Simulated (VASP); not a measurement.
Set up this calculation in VASP 6.6.1, as the native input.

```
Task                   : single point
Functional             : PBEsol
Potentials or basis    : VASP PAW PBE potentials, release 64 (Zr_sv)
Cutoff                 : 520 eV
k mesh                 : 11 × 11 × 11
Occupations            : fermi-dirac, width 0.05 eV
Spin                   : no spin polarisation
Dipole correction      : no
Further INCAR settings : ALGO = Normal; EDIFF = 1e-06; NBANDS = 19
```

The structure of Zr lies in POSCAR:

```
Zr
1.0
    0.0000000000      2.8442656427      2.8442656427
    2.8442656427      0.0000000000      2.8442656427
    2.8442656427      2.8442656427      0.0000000000
Zr
2
Direct
   -0.1250000000     -0.1250000000     -0.1250000000
    0.1250000000      0.1250000000      0.1250000000
```

One way to write it, as run:

INCAR

```
PREC = Accurate
ENCUT = 520
EDIFF = 1E-6
ISMEAR = -1
SIGMA = 0.05
LREAL = False
LASPH = True
NELM = 100
ALGO = Normal
ISIF = 2
LWAVE = False
LCHARG = False
GGA = PS
NBANDS = 19
```

KPOINTS

```
Automatic mesh
0
Gamma
  11 11 11
```

Potentials or basis: VASP PAW PBE potentials, release 64 (Zr_sv).

Launch:

```console
$ cat potpaw_PBE.64/Zr_sv/POTCAR > POTCAR
$ mpirun -np 1 vasp_std > vasp.out
```

Results of the run:

The pressure is 13.5 GPa and the band gap on the k mesh is zero (band 12 reaches 8.94 eV, above the bottom of band 13 at 8.04 eV).

Caveat: the PAW data sets were made with another functional, which shifts forces and pressure a little.

Run time: 41 s on 1 thread of Intel(R) Xeon(R) Platinum 8259CL CPU @ 2.50GHz (Skylake/Cascade Lake), on a shared host, peak memory 0.19 GiB.
